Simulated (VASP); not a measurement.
Write the native input for VASP 6.6.1 that does the following.

- Task: relaxation of cell and atoms
- Functional: PBEsol
- Potentials or basis: VASP PAW PBE potentials, release 64 (La)
- Cutoff: 600 eV
- k mesh: 5 × 5 × 5
- Occupations: methfessel-paxton, width 0.1 eV
- Spin: no spin polarisation
- Target pressure: 20 GPa
- Dipole correction: no
- Further INCAR settings: ALGO = Normal; EDIFF = 1e-07; IBRION = 2; EDIFFG = -0.03; NSW = 80; ISIF = 3

The structure of La lies in POSCAR:

```
La
1.0
    3.4500000000      0.0000000000      0.0000000000
    0.0000000000      3.4500000000      0.0000000000
    0.0000000000      0.0000000000      3.4500000000
La
1
Direct
    0.0000000000      0.0000000000      0.0000000000
```

The input as run:

INCAR

```
PREC = Accurate ; ENCUT = 600
EDIFF = 1E-7 ; ISMEAR = 1
SIGMA = 0.1 ; LREAL = False
LASPH = True ; NELM = 60
ALGO = Normal ; ISIF = 3
LWAVE = False ; LCHARG = False
GGA = PS ; IBRION = 2
NSW = 80 ; EDIFFG = -0.03
PSTRESS = 200.0
```

KPOINTS

```
regular mesh
0
Gamma
  5 5 5
```

Potentials or basis: VASP PAW PBE potentials, release 64 (La).

Run with:

```bash
$ cat potpaw_PBE.64/La/POTCAR > POTCAR
$ mpirun -np 1 vasp_std > vasp.out
```

Results of the run:

| Item | Value |
| --- | --- |
| Relaxed volume | 23.58 Å³/atom |
| Relaxed cell | a = 2.868 Å, b = 2.868 Å, c = 2.868 Å, α = 90.00°, β = 90.00°, γ = 90.00° |
| Space group after relaxing (to 0.05 Å) | Pm-3m (No. 221) |
| Energy change on relaxing (the enthalpy is what falls) | +377.8 meV/atom |
| Ionic steps | 19 |
| Pressure after relaxing | 19.9 GPa |

Caveat: the k points lie up to 0.44 Å⁻¹ apart in the final cell; the cell is relaxed towards a set pressure, so the enthalpy falls and the energy may rise; the volume moved by over 15 % at a fixed basis, so the end points are rough; the PAW data sets were made with another functional, which shifts forces and pressure a little.

Run time: 70 s on 1 thread of AMD EPYC 9R45 96-Core Processor (Zen 5), with other jobs on the host, peak memory 0.16 GiB.
